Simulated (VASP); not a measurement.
SnTe:

```xyz
2
Lattice="0.0000 3.6351 3.6351 3.6351 0.0000 3.6351 3.6351 3.6351 0.0000" Properties=species:S:1:pos:R:3 pbc="T T T"
Te    1.8175    1.8175    1.8175
Sn    0.0000    0.0000    0.0000
```

Base run:

```yaml
Program: VASP 6.6.1
Functional: r2SCAN
Potentials_or_basis: VASP PAW PBE potentials, release 64 (Te, Sn_d)
Cutoff: 520 eV
k_mesh: 7 × 7 × 7
Occupations: fermi-dirac, width 0.05 eV
Spin: no spin polarisation
```

Its results: band gap on the k mesh 0.45 eV (least direct gap 0.95 eV); pressure -1.1 GPa.

Problem. After a change of settings the same cell gave: band gap on the k mesh 0.29 eV (least direct gap 0.77 eV); pressure -2.6 GPa. Which change was it?
A. functional from r2SCAN to PBE0; k mesh from 7 × 7 × 7 to 4 × 4 × 4
B. functional from r2SCAN to LDA; potentials or basis from VASP PAW PBE potentials, release 64 (Te, Sn_d) to VASP PAW LDA potentials, release 64 (Te, Sn_d)
C. functional from r2SCAN to HSE06; k mesh from 7 × 7 × 7 to 4 × 4 × 4

Solution. B.

Caveats: spin-orbit coupling is left out, which moves the levels of the heavy elements; an odd mesh through Γ misses points on the zone boundary, where band edges can lie; the PAW data sets were made with another functional, which shifts forces and pressure a little (at least some runs).
